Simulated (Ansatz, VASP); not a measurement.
Hf4C: VASP beside Ansatz

File INCAR:

```
PREC = Accurate
ENCUT = 520
EDIFF = 1E-7
ISMEAR = 0
SIGMA = 0.1
LREAL = F
LASPH = T
NELM = 60
ALGO = Normal
ISIF = 2
LWAVE = F
LCHARG = F
GGA = PE
NBANDS = 30
```

The input KPOINTS:

```
regular mesh
0
Gamma
  4 4 4
```

Contents of POSCAR:

```
Hf4C
1.0
    0.0000000000      3.3498106600      4.7837540300
    3.0818845700      0.0000000000      4.7837540300
    3.0818845700      3.3498106600      0.0000000000
Hf C
4 1
Direct
    0.2747583800      0.7252416200      0.2747583800
    0.7252416200      0.2747583800      0.7252416200
    0.7500000000      0.7500000000      0.7500000000
    0.2500000000      0.2500000000      0.2500000000
    0.0000000000      0.0000000000      0.0000000000
```

Input for Ansatz:

```yaml
crystal:
  lattice:
    - [0.0, 3.34981066, 4.78375403]
    - [3.08188457, 0.0, 4.78375403]
    - [3.08188457, 3.34981066, 0.0]
  atoms:
    - { symbol: Hf, position: [0.27475838, 0.72524162, 0.27475838] }
    - { symbol: Hf, position: [0.72524162, 0.27475838, 0.72524162] }
    - { symbol: Hf, position: [0.75, 0.75, 0.75] }
    - { symbol: Hf, position: [0.25, 0.25, 0.25] }
    - { symbol: C, position: [0.0, 0.0, 0.0] }
basis:
  ecutwfc: 420
kpoints:
  mp_grid: { grid: [4, 4, 4] }
hamiltonian:
  xc: pbe
scf:
  occupations: { method: gaussian, width: 0.1 }
  lower_state_search: "off"
output:
  forces: true
  stress: true
  eigenvalues: true
```

Alike in both runs: task single point; functional PBE; k mesh 4 × 4 × 4; occupations gaussian, width 0.1 eV; no spin polarisation.

```csv
,VASP,Ansatz
version,VASP 6.6.1,Ansatz 0.2.0
potentials or method,"VASP PAW PBE potentials, release 64 (Hf_pv, C), cutoff 520 eV","scalar-relativistic, plane waves, PAW"
valence electrons in the cell,44,108
```

```csv
,VASP,Ansatz,Ansatz less VASP
gap on the k mesh at the Fermi level (eV),none,none,-
pressure (GPa),19.4,19.4,-0.08
"traceless stress, the component that is largest in VASP (GPa)",-14.37,-14.06,+0.307
rms of the force components (eV/Å),2.559,2.518,-0.0417
```

Atom by atom the forces differ by 0.042 eV/Å (rms over components). A gap of «none» marks a metal or a gap that the smearing closes. VASP's potentials hold 44 valence electrons a cell and Ansatz's 108, so a difference there can come from the potentials and not from the codes.

The k mesh is coarse, so the values compare programs but aren't converged. Neither program's run includes spin-orbit coupling.
